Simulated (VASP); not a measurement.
Runs of VASP 6.6.1 on Ag3Os. The structure is that of space group Pm-3m (No. 221), or close to it. The cells are those of the table. 

```tsv
task	cell	k mesh	cutoff (eV)	gap on the mesh (eV)	pressure (GPa)	relaxed volume (Å³/atom)
relaxation of cell and atoms	relaxed from a = 4.067 Å, 4 atoms	12 × 12 × 12	600	none	0.0	16.72
single point	a = 4.061 Å, 4 atoms	12 × 12 × 12	520	none	-0.2	-
single point	a = 4.067 Å, 4 atoms	4 × 4 × 4	520	none	0.0	-
relaxation of cell and atoms	relaxed from a = 4.128 Å, 4 atoms	4 × 4 × 4	600	none	0.0	(a)
single point	a = 4.128 Å, 4 atoms	4 × 4 × 4	520	none	-5.4	-
```

Alike in all rows: level PBE; potentials or basis VASP PAW PBE potentials, release 64 (Ag, Os); no spin polarisation; smearing gaussian 0.1 eV.

Problem. Fill in the values left out.

Solution. (a) 16.82.

Caveats: some runs use coarse meshes; spin-orbit coupling is left out, which moves the levels of the heavy elements.

A k mesh can miss the band edges, and the runs leave out spin-orbit coupling on Ag, Os.

A gap of «none» marks levels without a gap at the run's occupations.
